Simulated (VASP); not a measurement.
A run of VASP 6.6.1:

The input INCAR:

```
SYSTEM = Nb2MoN3
  ALGO = Normal
  EDIFF = 1E-6
  ENCUT = 600
  GGA = PE
  GGA_COMPAT = .FALSE.
  ISIF = 2
  ISMEAR = 0
  LASPH = .TRUE.
  LCHARG = .TRUE.
  LELF = .TRUE.
  LREAL = .FALSE.
  LVHAR = .TRUE.
  LWAVE = .FALSE.
  NBANDS = 36
  NELM = 120
  PREC = Accurate
  SIGMA = 0.1
```

File KPOINTS:

```
k-points
0
G
  6 6 10
  0 0 0
```

The input POSCAR:

```
Nb2MoN3
1.0
    5.0277508786      0.0000000000      0.0000000000
   -2.5138754393      4.3541599848      0.0000000000
    0.0000000000      0.0000000000      2.8382248243
Nb Mo N
2 1 3
Direct
    0.3333333333      0.6666666667      0.0000000000
    0.6666666667      0.3333333333      0.0000000000
    0.0000000000      0.0000000000      0.0000000000
    0.3319721299      0.0000000000      0.5000000000
    0.6680278701      0.6680278701      0.5000000000
    0.0000000000      0.3319721299      0.5000000000
```

Potentials or basis: VASP PAW PBE potentials, release 64 (Nb_sv, Mo_sv, N).

Launch:

```bash
$ cat potpaw_PBE.64/Nb_sv/POTCAR potpaw_PBE.64/Mo_sv/POTCAR potpaw_PBE.64/N/POTCAR > POTCAR
$ mpirun -np 1 vasp_std > vasp.out
```

Hardware: 1 thread of Intel Xeon 8259CL, with other jobs on the host.

Question: Estimate the wall time of this run.

Answer: Wall time 2.5 min on 1 thread of Intel Xeon 8259CL (shared host), peak memory 0.26 GiB. Counts: scf iterations 14, k points 42.
